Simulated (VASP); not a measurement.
The system is La2AlF.

```xyz
4
Lattice="4.9754 0.0000 0.0000 -2.4877 4.3088 0.0000 0.0000 0.0000 4.0941" Properties=species:S:1:pos:R:3 pbc="T T T"
La    0.0000    2.8726    0.0000
La    2.4877    1.4363    0.0000
Al    0.0000    0.0000    2.0471
F     0.0000    0.0000    0.0000
```

```yaml
Program: VASP 6.6.1
Task: relaxation of cell and atoms
Functional: PBE
Potentials_or_basis: VASP PAW PBE potentials, release 64 (La, Al, F)
Cutoff: 600 eV
k_mesh: 6 × 6 × 4
Occupations: gaussian, width 0.1 eV
Spin: no spin polarisation
```

At the start: pressure 7.2 GPa; volume 21.94 Å³/atom.

**Question.** Where does the relaxation end?

**Answer.** Over 7 steps the energy falls by 173.7 meV/atom and the volume is 24.87 Å³/atom (+13.3 %); space group P6/mmm (No. 191, to 0.05 Å).

Step by step:
```tsv
step	energy change (eV)	largest force (eV/Å)	pressure (GPa)	volume (Å³)
1	0.0000	0.0000	7.25	87.77
2	-0.5480	0.0000	-1.12	100.74
3	-0.5642	0.0000	-2.39	104.06
4	-0.6882	0.0000	-0.81	100.95
5	-0.6936	0.0000	-0.37	100.25
6	-0.6937	0.0000	-0.31	100.17
7	-0.6946	0.0000	-0.03	99.48
```

Final structure:
```cif
data_structure
_symmetry_space_group_name_H-M 'P 1'
_symmetry_Int_Tables_number 1
_cell_length_a 5.5138
_cell_length_b 5.5138
_cell_length_c 3.7783
_cell_angle_alpha 90.000
_cell_angle_beta 90.000
_cell_angle_gamma 120.000
_cell_volume 99.48
loop_
_atom_site_label
_atom_site_type_symbol
_atom_site_fract_x
_atom_site_fract_y
_atom_site_fract_z
_atom_site_occupancy
La1 La 0.33333 0.66667 0.00000 1
La2 La 0.66667 0.33333 0.00000 1
Al1 Al 0.00000 0.00000 0.50000 1
F1 F 0.00000 0.00000 0.00000 1
```

Caveat: the k points lie up to 0.42 Å⁻¹ apart in the final cell.
